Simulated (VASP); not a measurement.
TePb:

```
Te Pb
1.0
     0.00000    3.28605    3.28605
     3.28605    0.00000    3.28605
     3.28605    3.28605    0.00000
Te Pb
1 1
Direct
  0.50000 0.50000 0.50000
  0.00000 0.00000 0.00000
```

| Item | Value |
| --- | --- |
| Program | VASP 6.6.1 |
| Task | relaxation of cell and atoms |
| Functional | PBEsol |
| Potentials or basis | VASP PAW PBE potentials, release 64 (Te, Pb_d) |
| Cutoff | 500 eV |
| k mesh | 8 × 8 × 8 |
| Occupations | gaussian, width 0.02 eV |
| Spin | no spin polarisation |

At the start: pressure -2.4 GPa; volume 35.48 Å³/atom.

Question: How do energy, volume and symmetry change on relaxing?

Answer: Over 3 steps the energy falls by 16.0 meV/atom and the volume is 33.42 Å³/atom (-5.8 %); space group Fm-3m (No. 225, to 0.05 Å).

The path:
```csv
step,energy change (eV),largest force (eV/Å),pressure (GPa),volume (Å³)
1,0.0000,0.0000,-2.35,70.97
2,-0.0295,0.0000,0.77,65.75
3,-0.0321,0.0000,0.00,66.83
```

Final structure:
```yaml
crystal:
  lattice:
    - [0.00000, 3.22096, 3.22096]
    - [3.22096, 0.00000, 3.22096]
    - [3.22096, 3.22096, 0.00000]
  atoms:
    - { symbol: Te, position: [0.50000, 0.50000, 0.50000] }
    - { symbol: Pb, position: [0.00000, 0.00000, 0.00000] }
```

Caveat: the PAW data sets were made with another functional, which shifts forces and pressure a little.
